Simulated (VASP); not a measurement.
Set up this calculation in VASP 6.6.1, as the native input.

- Task: relaxation of cell and atoms
- Functional: LDA
- Potentials or basis: VASP PAW LDA potentials, release 64 (Ti_sv)
- Cutoff: 500 eV
- k mesh: 9 × 9 × 5
- Occupations: fermi-dirac, width 0.1 eV
- Spin: no spin polarisation
- Target pressure: 20 GPa
- Dipole correction: no
- Further INCAR settings: ALGO = Normal; EDIFF = 1e-07; IBRION = 2; EDIFFG = -0.01; NSW = 80; ISIF = 3

The structure of Ti lies in POSCAR:

```
Ti
1.0
    2.9500000000      0.0000000000      0.0000000000
   -1.4750000000      2.5547749400      0.0000000000
    0.0000000000      0.0000000000      4.6800000000
Ti
2
Direct
    0.3333333300      0.6666666700      0.2500000000
    0.6666666700      0.3333333300      0.7500000000
```

These files were run (other wordings do the same):

INCAR

```
PREC     = Accurate       # precision mode
ENCUT    = 500            # plane-wave cutoff, eV
EDIFF    = 1E-7           # SCF threshold, eV
ISMEAR   = -1             # smearing method
SIGMA    = 0.1            # smearing width, eV
LREAL    = False          # projectors in reciprocal space
LASPH    = True           # aspherical terms in the spheres
NELM     = 120            # most SCF steps
ALGO     = Normal         # electronic algorithm
ISIF     = 3              # what is computed and relaxed
LWAVE    = False          # write WAVECAR
LCHARG   = False          # write CHGCAR
GGA      = CA             # functional
IBRION   = 2              # ionic algorithm
NSW      = 80             # ionic steps
EDIFFG   = -0.01          # ionic threshold
PSTRESS  = 200.0        
GGA_COMPAT= False        
NELMIN   = 4
```

KPOINTS

```
regular mesh
0
Gamma
  9 9 5
```

Potentials or basis: VASP PAW LDA potentials, release 64 (Ti_sv).

Run with:

```sh
$ cat potpaw_LDA.64/Ti_sv/POTCAR > POTCAR
$ mpirun -np 1 vasp_std > vasp.out
```

It gave:

```
Relaxed volume                                         : 14.15 Å³/atom
Relaxed cell                                           : a = 2.734 Å, b = 2.734 Å, c = 4.370 Å, α = 90.00°, β = 90.00°, γ = 120.00°
Space group after relaxing (to 0.05 Å)                 : P6_3/mmc (No. 194)
Energy change on relaxing (the enthalpy is what falls) : +60.1 meV/atom
Ionic steps                                            : 8
Pressure after relaxing                                : 20.0 GPa
Band gap on the k mesh                                 : zero (band 12 reaches 11.29 eV, above the bottom of band 13 at 10.17 eV)
```

Caveat: the cell is relaxed towards a set pressure, so the enthalpy falls and the energy may rise; the volume moved by over 15 % at a fixed basis, so the end points are rough.

Wall time 88 s on 1 thread of Intel(R) Xeon(R) Platinum 8375C CPU @ 2.90GHz (Ice Lake), on a shared host, peak memory 0.16 GiB.
